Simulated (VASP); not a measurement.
Wanted: the native input for a VASP 6.6.1 run.

| Property | Result |
| --- | --- |
| Task | single point |
| Functional | PBE |
| Dispersion | D3(BJ) |
| Potentials or basis | VASP PAW PBE potentials, release 64 (Se, Pt) |
| Cutoff | 520 eV |
| k mesh | 9 × 9 × 1 |
| Occupations | gaussian, width 0.05 eV |
| Spin | no spin polarisation |
| Dipole correction | yes |
| Further INCAR settings | ALGO = Normal; EDIFF = 1e-07; NBANDS = 31 |

The structure of PtSe2 lies in POSCAR:

```
PtSe2
1.0
    3.7070358307      0.0000000000      0.0000000000
   -1.8535179153      3.2103872021      0.0000000000
    0.0000000000      0.0000000000     22.7981611688
Se Pt
4 2
Direct
    0.6666666667      0.3333333333      0.1973843402
    0.3333333333      0.6666666667      0.3135814565
    1.0000000000      1.0000000000      0.4675412418
    0.6666666667      1.3333333333      0.5837383581
    0.0000000000      0.0000000000      0.2554828983
    0.3333333333      0.6666666667      0.5256398000
```

This cell differs from its parent crystal: layers slid over each other.

One way to write it, as run:

INCAR

```
SYSTEM = PtSe2
PREC = Accurate ; ENCUT = 520
EDIFF = 1E-7 ; ISMEAR = 0
SIGMA = 0.05 ; LREAL = .FALSE.
LASPH = .TRUE. ; NELM = 80
ALGO = Normal ; ISIF = 2
LWAVE = .FALSE. ; LCHARG = .FALSE.
LDIPOL = .TRUE. ; IDIPOL = 3
DIPOL = 0.5 0.5 0.391 ; GGA = PE
IVDW = 12 ; NBANDS = 31
```

KPOINTS

```
regular mesh
0
G
  9 9 1
  0 0 0
```

Potentials or basis: VASP PAW PBE potentials, release 64 (Se, Pt).

Command:

```sh
$ cat potpaw_PBE.64/Se/POTCAR potpaw_PBE.64/Pt/POTCAR > POTCAR
$ mpirun -np 1 vasp_std > vasp.out
```

It gave:

```yaml
Largest_force: 0.082 eV/Å
Band_gap_on_the_k_mesh: 1.04 eV (least direct gap 1.25 eV)
Dispersion_energy_per_atom: -0.344 eV
```

Caveat: the cell differs from its parent crystal (layers slid over each other); spin-orbit coupling is left out, which moves the levels of the heavy elements.

Wall time 5.3 min on 1 thread of Intel Xeon 8259CL (shared host), peak memory 0.41 GiB.
